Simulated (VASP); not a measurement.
Wanted: the native input for a VASP 6.6.1 run.

```yaml
Task: single point
Functional: PBE
Potentials_or_basis: VASP PAW PBE potentials, release 64 (Si, W_sv)
Cutoff: 520 eV
k_mesh: 6 × 6 × 12
Occupations: gaussian, width 0.15 eV
Spin: no spin polarisation
Dipole_correction: no
Further_INCAR_settings: ALGO = Fast; EDIFF = 1e-07; NBANDS = 61
```

The structure of Si2W3 lies in POSCAR:

```
Si2W3
1.0
    6.6300342967      0.0000000000      0.0000000000
    0.0000000000      6.6300342967      0.0000000000
    0.0000000000      0.0000000000      3.3123213826
Si W
4 6
Direct
    0.1448981941      0.6448981941      0.0000000000
    0.8764322169      0.3764322169      0.0000000000
    0.6448981941      0.8764322169      0.0000000000
    0.3764322169      0.1448981941      0.0000000000
    0.5000000000      0.5000000000      0.0000000000
    0.0000000000      0.0000000000      0.0000000000
    0.6595119696      0.1595119696      0.5000000000
    0.3404880304      0.8404880304      0.5000000000
    0.1595119696      0.3404880304      0.5000000000
    0.8404880304      0.6595119696      0.5000000000
```

This cell differs from its parent crystal: all Si atoms moved -0.100 Å, as atom 1 towards its neighbour atom 2 (Si) at 2.517 Å.

The input as run:

INCAR

```
PREC = Accurate ; ENCUT = 520
EDIFF = 1E-7 ; ISMEAR = 0
SIGMA = 0.15 ; LREAL = False
LASPH = True ; NELM = 100
ALGO = Fast ; ISIF = 2
LWAVE = False ; LCHARG = False
GGA = PE ; NBANDS = 61
```

KPOINTS

```
Automatic mesh
0
Gamma
  6 6 12
```

Potentials or basis: VASP PAW PBE potentials, release 64 (Si, W_sv).

Command:

```bash
$ cat potpaw_PBE.64/Si/POTCAR potpaw_PBE.64/W_sv/POTCAR > POTCAR
$ mpirun -np 1 vasp_std > vasp.out
```

It gave:

| Property | Result |
| --- | --- |
| Pressure | 1.0 GPa |
| Largest force | 1.359 eV/Å |
| Band gap on the k mesh | zero (bands 50 and 51 overlap by 1.67 eV) |

Caveat: the cell differs from its parent crystal (all Si atoms moved -0.100 Å, as atom 1 towards its neighbour atom 2 (Si) at 2.517 Å); spin-orbit coupling is left out, which moves the levels of the heavy elements; forces of over 1 eV/Å act on the atoms, so gaps and moduli don't describe the material at rest.

Wall time 36 min on 1 thread of Intel Xeon 8259CL, with other jobs on the host, peak memory 0.65 GiB.
